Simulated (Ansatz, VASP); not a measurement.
# One calculation of Zn2BF, two programs

```xyz
4
Lattice="2.9181 0.0000 0.0000 -1.4590 2.5271 0.0000 0.0000 0.0000 8.0287" Properties=species:S:1:pos:R:3 pbc="T T T"
Zn    0.0000    0.0000    6.0760
Zn    0.0000    0.0000    1.9528
B     0.0000    0.0000    4.0144
F     0.0000    0.0000    0.0000
```

Alike in both runs: functional PBE; k mesh 5 × 5 × 2; occupations gaussian, width 0.15 eV; no spin polarisation.

Ansatz relaxed the structure, and its values are those at the end. VASP's run is a single point on that final structure, the one shown.

```csv
,VASP,Ansatz
version,VASP 6.6.1,Ansatz 0.2.0
potentials or method,"VASP PAW PBE potentials, release 64 (Zn, B, F), cutoff 600 eV","scalar-relativistic, plane waves, PAW"
valence electrons in the cell,34,34
```

|  | VASP | Ansatz | Ansatz less VASP |
| --- | --- | --- | --- |
| gap on the k mesh at the Fermi level (eV) | 0.13 | 0.14 | +0.007 |
| least direct gap on the mesh (eV) | 0.67 | 0.67 | -0.005 |
| pressure (GPa) | 0.0 | -0.2 | -0.21 |
| rms of the force components (eV/Å) | 0.021 | 0.002 | -0.0184 |

The functional is the same, so the differences come from potentials, cutoffs and numerics.

The k mesh is coarse, so the values compare programs but aren't converged.
